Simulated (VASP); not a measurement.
Here is a VASP 6.6.1 calculation.

File POSCAR:

```
LaSc
1.0
    3.9480417122      0.0000000000      0.0000000000
    0.0000000000      3.9480417122      0.0000000000
    0.0000000000      0.0000000000      3.9480417122
La Sc
1 1
Direct
    0.0000000000      0.0000000000      0.0000000000
    0.5000000000      0.5000000000      0.5000000000
```

Contents of INCAR.step1:

```
PREC     = Accurate       # precision mode
ENCUT    = 520            # plane-wave cutoff, eV
ISMEAR   = 0              # smearing method
SIGMA    = 0.1            # smearing width, eV
LREAL    = F              # projectors in reciprocal space
LASPH    = T              # aspherical terms in the spheres
NELM     = 100            # most SCF steps
NBANDS   = 18             # bands
GGA      = PE             # functional
ALGO     = Normal         # electronic algorithm
EDIFF    = 1E-4           # SCF threshold, eV
LWAVE    = T              # write WAVECAR
LCHARG   = F              # write CHGCAR
```

Contents of INCAR.step2:

```
PREC     = Accurate       # precision mode
ENCUT    = 520            # plane-wave cutoff, eV
EDIFF    = 1E-6           # SCF threshold, eV
ISMEAR   = 0              # smearing method
SIGMA    = 0.1            # smearing width, eV
LREAL    = F              # projectors in reciprocal space
LASPH    = T              # aspherical terms in the spheres
NELM     = 100            # most SCF steps
ALGO     = Normal         # electronic algorithm
ISIF     = 2              # what is computed and relaxed
LWAVE    = F              # write WAVECAR
LCHARG   = F              # write CHGCAR
METAGGA  = R2SCAN         # meta-GGA
LMIXTAU  = T            
NBANDS   = 18             # bands
ISTART   = 1
```

The input KPOINTS:

```
Automatic mesh
0
Gamma
  14 14 14
```

Potentials or basis: VASP PAW PBE potentials, release 64 (La, Sc_sv).

Launch:

```sh
$ cat potpaw_PBE.64/La/POTCAR potpaw_PBE.64/Sc_sv/POTCAR > POTCAR
$ cp INCAR.step1 INCAR
$ mpirun -np 1 vasp_std > vasp.out
$ cp INCAR.step2 INCAR
$ mpirun -np 1 vasp_std > vasp.out
```

Question: Predict the band gap on the k mesh.

Answer: Zero (bands 11 and 12 overlap by 0.77 eV).

Question: Estimate the pressure.

Answer: 0.3 GPa.

Caveat: the PAW data sets were made with another functional, which shifts forces and pressure a little; spin-orbit coupling is left out, which moves the levels of the heavy elements.
